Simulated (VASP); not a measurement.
**Cs: single point with PBE**

Cs:

```
Cs
1.0
     5.18723    0.00000    0.00000
     0.00000    5.18723    0.00000
     0.00000    0.00000    5.31803
Cs
1
Direct
  0.50000 0.50000 0.00000
```

```yaml
Program: VASP 6.6.1
Task: single point
Functional: PBE
Potentials_or_basis: VASP PAW PBE potentials, release 64 (Cs_sv)
Cutoff: 520 eV
k_mesh: 4 × 4 × 4
Occupations: gaussian, width 0.1 eV
Spin: no spin polarisation
Dipole_correction: no
Further_INCAR_settings: ALGO = Normal; EDIFF = 1e-07; NBANDS = 10
```

The pressure is -0.1 GPa.

Levels at points of the mesh, in eV from the Fermi level:
```csv
k point,band 2,band 3,band 4,band 5,band 6,band 7
"(0.00, 0.00, 0.00)",-11.05,-11.04,-11.04,-1.66,1.16,1.19
"(0.50, 0.00, 0.00)",-11.15,-11.04,-11.03,-0.38,0.20,1.57
"(0.50, 0.50, 0.00)",-11.14,-11.14,-11.04,0.28,0.93,1.62
"(0.00, 0.00, 0.50)",-11.15,-11.03,-11.03,-0.46,0.14,1.53
"(0.50, 0.00, 0.50)",-11.14,-11.13,-11.02,0.28,0.84,1.53
"(0.50, 0.50, 0.50)",-11.13,-11.13,-11.12,0.89,0.97,0.97
```

Wall time 19 s on 1 thread of Intel(R) Xeon(R) Platinum 8488C (Sapphire Rapids), with other jobs on the host, peak memory 0.23 GiB.

Caveat: spin-orbit coupling is left out, which moves the levels of the heavy elements.
